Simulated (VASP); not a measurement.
Wanted: the native input for a VASP 6.6.1 run.

```
Task                   : single point
Functional             : BLYP
Dispersion             : D3(BJ)
Potentials or basis    : VASP PAW PBE potentials, release 64 (Rh_pv)
Cutoff                 : 520 eV
k mesh                 : 12 × 12 × 12
Occupations            : fermi-dirac, width 0.05 eV
Spin                   : no spin polarisation
Dipole correction      : no
Further INCAR settings : ALGO = Normal; EDIFF = 1e-06; NBANDS = 14
```

The structure of Rh lies in POSCAR:

```
Rh
1.0
    0.0000000000      1.9043678882      1.9043678882
    1.9043678882      0.0000000000      1.9043678882
    1.9043678882      1.9043678882      0.0000000000
Rh
1
Direct
    0.0000000000      0.0000000000      0.0000000000
```

One way to write it, as run:

INCAR

```
SYSTEM = Rh
  AGGAC = 1.0
  AGGAX = 1.0
  ALDAC = 0.0
  ALDAX = 1.0
  ALGO = Normal
  EDIFF = 1E-6
  ENCUT = 520
  GGA = B5
  ISIF = 2
  ISMEAR = -1
  IVDW = 12
  LASPH = .TRUE.
  LCHARG = .FALSE.
  LREAL = .FALSE.
  LWAVE = .FALSE.
  NBANDS = 14
  NELM = 80
  PREC = Accurate
  SIGMA = 0.05
  VDW_A1 = 0.4298
  VDW_A2 = 4.2359
  VDW_S6 = 1.0
  VDW_S8 = 2.6996
```

KPOINTS

```
k-points
0
G
  12 12 12
  0 0 0
```

Potentials or basis: VASP PAW PBE potentials, release 64 (Rh_pv).

Run with:

```console
$ cat potpaw_PBE.64/Rh_pv/POTCAR > POTCAR
$ mpirun -np 1 vasp_std > vasp.out
```

It gave:

```yaml
Pressure: 0.6 GPa
Dispersion_energy_per_atom: -1.486 eV
```

Caveat: the PAW data sets were made with another functional, which shifts forces and pressure a little; pairwise dispersion overbinds metals, which lowers pressure and volume.

Wall time 6.9 s on 1 thread of Intel(R) Xeon(R) 6975P-C (Granite Rapids), with other jobs on the host, peak memory 0.13 GiB.
